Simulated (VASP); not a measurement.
# Hf: single point with r2SCAN

The system is Hf.

```
Hf
1.0
     0.00000    2.20489    2.20489
     2.20489    0.00000    2.20489
     2.20489    2.20489    0.00000
Hf
1
Direct
  0.00000 0.00000 0.00000
```

This isn't the form of Hf at room conditions, which is hcp.

```yaml
Program: VASP 6.6.1
Task: single point
Functional: r2SCAN
Potentials_or_basis: VASP PAW PBE potentials, release 64 (Hf_pv)
Cutoff: 520 eV
k_mesh: 13 × 13 × 13
Occupations: fermi-dirac, width 0.1 eV
Spin: no spin polarisation
```

```yaml
Pressure: 4.7 GPa
Band_gap_on_the_k_mesh: zero (bands 5 and 6 overlap by 2.23 eV)
```

Levels at points of the mesh, in eV from the Fermi level:
| k point | band 2 | band 3 | band 4 | band 5 | band 6 | band 7 | band 8 | band 9 |
| --- | --- | --- | --- | --- | --- | --- | --- | --- |
| (0.00, 0.00, 0.00) | -30.95 | -30.95 | -7.70 | 1.62 | 1.62 | 1.62 | 4.77 | 4.77 |

It took 74 s on 1 thread of Intel Xeon 8259CL, with other jobs on the host, peak memory 0.15 GiB.

Caveat: the cell stands under pressure; the PAW data sets were made with another functional, which shifts forces and pressure a little; spin-orbit coupling is left out, which moves the levels of the heavy elements.
